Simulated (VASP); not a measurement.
# AlSn3 (Pm-3m) in VASP: a series of runs, part 2 of 2

VASP 6.6.1. Earlier steps stand in the parts before.

## (3) Single point, r2SCAN

Input file POSCAR:

```
AlSn3
1.0
    4.5252710000      0.0000000000      0.0000000000
    0.0000000000      4.5252710000      0.0000000000
    0.0000000000      0.0000000000      4.5252710000
Al Sn
1 3
Direct
    0.0000000000      0.0000000000      0.0000000000
    0.0000000000      0.5000000000      0.5000000000
    0.5000000000      0.0000000000      0.5000000000
    0.5000000000      0.5000000000      0.0000000000
```

Input file INCAR.step1:

```
  PREC = Accurate
  ENCUT = 550
  ISMEAR = -1
  SIGMA = 0.1
  LREAL = False
  LASPH = True
  NELM = 120
  NBANDS = 30
  GGA = PE
  ALGO = Normal
  EDIFF = 1E-5
  LWAVE = True
  LCHARG = False
  GGA_COMPAT = False
```

Input file INCAR.step2:

```
  PREC = Accurate
  ENCUT = 550
  EDIFF = 1E-6
  ISMEAR = -1
  SIGMA = 0.1
  LREAL = False
  LASPH = True
  NELM = 120
  ALGO = Normal
  ISIF = 2
  LWAVE = False
  LCHARG = False
  METAGGA = R2SCAN
  LMIXTAU = True
  NBANDS = 30
  ISTART = 1
  GGA_COMPAT = False
```

Input file KPOINTS:

```
regular mesh
0
Gamma
  4 4 4
```

Potentials or basis: VASP PAW PBE potentials, release 64 (Al, Sn_d).

On the command line:

```console
cat potpaw_PBE.64/Al/POTCAR potpaw_PBE.64/Sn_d/POTCAR > POTCAR
cp INCAR.step1 INCAR
mpirun -np 1 vasp_std > vasp.out
cp INCAR.step2 INCAR
mpirun -np 1 vasp_std > vasp.out
```

OUTCAR:

```text
PREC = Accurate
   ENCUT = 550
   EDIFF = 1E-6
   ISMEAR = -1
   LREAL = False
   LASPH = True
   NELM = 120
   ISIF = 2
   METAGGA = R2SCAN
   ISTART = 1

 ion  position               nearest neighbor table
   1  0.000  0.000  0.000-   2 3.20   3 3.20   4 3.20   2 3.20   3 3.20   2 3.20   4 3.20   2 3.20
                             3 3.20   4 3.20   3 3.20   4 3.20
   2  0.000  0.500  0.500-   1 3.20   3 3.20   4 3.20   1 3.20   4 3.20   1 3.20   3 3.20   1 3.20
                             3 3.20   4 3.20   4 3.20   3 3.20
   3  0.500  0.000  0.500-   1 3.20   2 3.20   4 3.20   1 3.20   4 3.20   2 3.20   4 3.20   4 3.20
                             1 3.20   2 3.20   1 3.20   2 3.20
   4  0.500  0.500  0.000-   1 3.20   2 3.20   3 3.20   2 3.20   3 3.20   1 3.20   3 3.20   3 3.20
                             1 3.20   2 3.20   2 3.20   1 3.20

  LATTYP: Found a simple cubic cell.
 ALAT       =     4.5252710000

  Lattice vectors:

 A1 = (   4.5252710000,   0.0000000000,   0.0000000000)
 A2 = (   0.0000000000,   4.5252710000,   0.0000000000)
 A3 = (   0.0000000000,   0.0000000000,   4.5252710000)

Analysis of symmetry for initial positions (statically):
=====================================================================
[... 164 lines left out ...]
 cond. band min:       9.0774893370   @ k =   0.5000   0.5000   0.0000
 fundamental gap:      0.1444303368
 Fermi energy:         8.9677871303

 k-point     1 :       0.0000    0.0000    0.0000
  band No.  band energies     occupation
      1     -13.6098      2.00000
      2     -13.6098      2.00000
      3     -13.6098      2.00000
      4     -13.5881      2.00000
      5     -13.4574      2.00000
      6     -13.4574      2.00000
[... 319 lines left out ...]
     29      16.7232      0.00000
     30      16.7232      0.00000

------------------------ aborting loop because EDIFF is reached ----------------------------------------

  FORCE on cell =-STRESS in cart. coord.  units (eV):
  Direction    XX          YY          ZZ          XY          YZ          ZX
  --------------------------------------------------------------------------------------
  -------------------------------------------------------------------------------------
  Total        2.2646350      2.2646350      2.2646350     -0.0000000     -0.0000000      0.0000000
  in kB       39.1539002     39.1539002     39.1539002     -0.0000000     -0.0000000      0.0000000
  external PRESSURE =      39.1539002 kB  Pullay stress =       0.0000000 kB

 VOLUME and BASIS-vectors are now :
 -----------------------------------------------------------------------------
  energy-cutoff  :      550.00
  volume of cell :       92.67
      direct lattice vectors                 reciprocal lattice vectors
     4.525271000  0.000000000  0.000000000     0.220981241  0.000000000  0.000000000
     0.000000000  4.525271000  0.000000000     0.000000000  0.220981241  0.000000000
     0.000000000  0.000000000  4.525271000     0.000000000  0.000000000  0.220981241

 POSITION                                       TOTAL-FORCE (eV/Angst)
 -----------------------------------------------------------------------------------
      0.00000      0.00000      0.00000         0.000000      0.000000      0.000000
      0.00000      2.26264      2.26264         0.000000      0.000000      0.000000
      2.26264      0.00000      2.26264         0.000000      0.000000      0.000000
      2.26264      2.26264      0.00000         0.000000      0.000000      0.000000
 -----------------------------------------------------------------------------------
    total drift:                                0.000000      0.000000      0.000000

  FREE ENERGIE OF THE ION-ELECTRON SYSTEM (eV)
  ---------------------------------------------------
  free  energy   TOTEN  =       -79.7017127450 eV

  energy  without entropy=      -79.6398993031  energy(sigma->0) =      -79.67080602
```

OUTCAR.step1:

```text
PREC = Accurate
   ENCUT = 550
   ISMEAR = -1
   LREAL = False
   LASPH = True
   NELM = 120
[... 544 lines left out ...]
      0.00000      2.26264      2.26264         0.000000      0.000000      0.000000
      2.26264      0.00000      2.26264         0.000000      0.000000      0.000000
      2.26264      2.26264      0.00000         0.000000      0.000000      0.000000
 -----------------------------------------------------------------------------------
    total drift:                                0.000000      0.000000      0.000000

  FREE ENERGIE OF THE ION-ELECTRON SYSTEM (eV)
  ---------------------------------------------------
  free  energy   TOTEN  =       -14.5901924740 eV

  energy  without entropy=      -14.5166130316  energy(sigma->0) =      -14.55340275
```

OSZICAR.step1:

```text
N       E                     dE             d eps       ncg     rms          rms(c)
DAV:   1     0.414675742864E+03    0.41468E+03   -0.22695E+04   618   0.230E+03
DAV:   2     0.379511742616E+02   -0.37672E+03   -0.36749E+03   600   0.563E+02
DAV:   3    -0.125025115187E+02   -0.50454E+02   -0.49276E+02   642   0.175E+02
DAV:   4    -0.145955279127E+02   -0.20930E+01   -0.20853E+01   712   0.386E+01
DAV:   5    -0.146739837485E+02   -0.78456E-01   -0.78451E-01   862   0.724E+00    0.311E+00
DAV:   6    -0.146149549662E+02    0.59029E-01   -0.85504E-02   790   0.324E+00    0.172E+00
DAV:   7    -0.145912414256E+02    0.23714E-01   -0.40708E-02   776   0.217E+00    0.224E-01
DAV:   8    -0.145902023709E+02    0.10391E-02   -0.33386E-03   698   0.643E-01    0.776E-02
DAV:   9    -0.145901931020E+02    0.92690E-05   -0.21295E-04   882   0.142E-01    0.175E-02
DAV:  10    -0.145901924740E+02    0.62803E-06   -0.84681E-06   450   0.344E-02
   1 F= -.14590192E+02 E0= -.14553403E+02  d E =-.735794E-01
```

Wall time 1.7 min (1 thread of Intel Xeon 8259CL, shared host); peak memory 0.22 GiB.

What came out:

```
Free energy            : -79.7017 eV
Pressure               : 3.9 GPa
Band gap on the k mesh : zero (an odd number of electrons rules out a gap without spin polarisation)
```

Caveat: the cell stands under pressure; the PAW data sets were made with another functional, which shifts forces and pressure a little; spin-orbit coupling is left out, which moves the levels of the heavy elements.

The gap in the log of VASP goes by the Fermi energy; the results here count the filled bands.